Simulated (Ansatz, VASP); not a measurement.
## GaP: VASP beside Ansatz

INCAR

```
SYSTEM = GaP
PREC     = Accurate       ! precision mode
ENCUT    = 500            ! plane-wave cutoff, eV
EDIFF    = 1E-6           ! SCF threshold, eV
ISMEAR   = 0              ! smearing method
SIGMA    = 0.01           ! smearing width, eV
LREAL    = .False.        ! projectors in reciprocal space
LASPH    = .True.         ! aspherical terms in the spheres
NELM     = 120            ! most SCF steps
ALGO     = Normal         ! electronic algorithm
ISIF     = 2              ! what is computed and relaxed
LWAVE    = .False.        ! write WAVECAR
LCHARG   = .True.         ! write CHGCAR
GGA      = PS             ! functional
LELF     = .True.         ! ELF
LVHAR    = .True.       
NBANDS   = 16             ! bands
GGA_COMPAT= .False.
```

The input KPOINTS:

```
Automatic mesh
0
Gamma
  8 8 8
  0 0 0
```

POSCAR

```
GaP
1.0
    0.0000000000      2.7191751666      2.7191751666
    2.7191751666      0.0000000000      2.7191751666
    2.7191751666      2.7191751666      0.0000000000
Ga P
1 1
Direct
    0.0000000000      0.0000000000      0.0000000000
    0.2500000000      0.2500000000      0.2500000000
```

Input for Ansatz:

```yaml
crystal:
  lattice:
    - [0.0, 2.7191751666, 2.7191751666]
    - [2.7191751666, 0.0, 2.7191751666]
    - [2.7191751666, 2.7191751666, 0.0]
  atoms:
    - { symbol: Ga, position: [0.0, 0.0, 0.0] }
    - { symbol: P, position: [0.25, 0.25, 0.25] }
basis:
  ecutwfc: 600.0
kpoints:
  mp_grid: { grid: [8, 8, 8] }
  band_path:
    path:
      - [0.0, 0.0, 0.0]
      - [0.0, 0.0, 0.0]
      - [0.0, 0.0, 0.0]
      - [0.0, 0.0, 0.0]
      - [0.0, 0.0, 0.0]
      - [0.0, 0.0, 0.0]
      - [0.0, 0.0, 0.0]
      - [0.0, 0.0, 0.0]
      - [0.0, 0.0, 0.0]
      - [0.0, 0.0, 0.0]
      - [0.0, 0.0, 0.0]
      - [0.0, 0.0, 0.0]
      - [0.0, 0.0, 0.0]
      - [0.0, 0.0, 0.0]
      - [0.0, 0.0, 0.0]
      - [0.0, 0.0, 0.0]
      - [0.0, 0.0, 0.0]
      - [0.0, 0.0, 0.0]
      - [0.0, 0.0, 0.0]
      - [0.0, 0.0, 0.0]
      - [0.0, 0.0, 0.0]
      - [0.0, 0.0, 0.0]
      - [0.0, 0.0, 0.0]
      - [0.0, 0.0, 0.0]
      - [0.0, 0.0, 0.0]
      - [0.0, 0.0, 0.0]
      - [0.3, 0.3, 0.0]
      - [0.3166666667, 0.3166666667, 0.0]
      - [0.3333333333, 0.3333333333, 0.0]
      - [0.35, 0.35, 0.0]
      - [0.3666666667, 0.3666666667, 0.0]
      - [0.3833333333, 0.3833333333, 0.0]
      - [0.4, 0.4, 0.0]
      - [0.4166666667, 0.4166666667, 0.0]
      - [0.4333333333, 0.4333333333, 0.0]
      - [0.45, 0.45, 0.0]
      - [0.4666666667, 0.4666666667, 0.0]
      - [0.4833333333, 0.4833333333, 0.0]
      - [0.5, 0.5, 0.0]
      - [0.5, 0.5, 0.5]
      - [0.5, 0.5, 0.5]
      - [0.5, 0.5, 0.5]
      - [0.5, 0.5, 0.5]
      - [0.5, 0.5, 0.5]
      - [0.5, 0.5, 0.5]
      - [0.5, 0.5, 0.5]
      - [0.5, 0.5, 0.5]
      - [0.5, 0.5, 0.5]
      - [0.5, 0.5, 0.5]
      - [0.5, 0.5, 0.5]
      - [0.5, 0.5, 0.5]
      - [0.5, 0.5, 0.5]
    npoints: 1
hamiltonian:
  xc: pbesol
  pseudopotentials: { kind: paw }
scf:
  occupations: { method: fixed }
  n_extra_bands: 5
output:
  eigenvalues: true
```

Alike in both runs: task single point; functional PBEsol; k mesh 8 × 8 × 8; no spin polarisation.

|  | VASP | Ansatz |
| --- | --- | --- |
| version | VASP 6.6.1 | Ansatz 0.2.0 |
| potentials or method | VASP PAW PBE potentials, release 64 (Ga_d, P), cutoff 500 eV | scalar-relativistic, plane waves, PAW |
| occupations | gaussian, width 0.01 eV | fixed |
| valence electrons in the cell | 18 | 18 |

VASP gave:

| Item | Value |
| --- | --- |
| gap on the k mesh at the Fermi level (eV) | 1.50 |
| least direct gap on the mesh (eV) | 1.81 |

Task: Which values does Ansatz return?

Result: gap on the k mesh at the Fermi level (eV): 1.50; least direct gap on the mesh (eV): 1.80.

VASP's potentials were made for PBE, not for PBEsol.
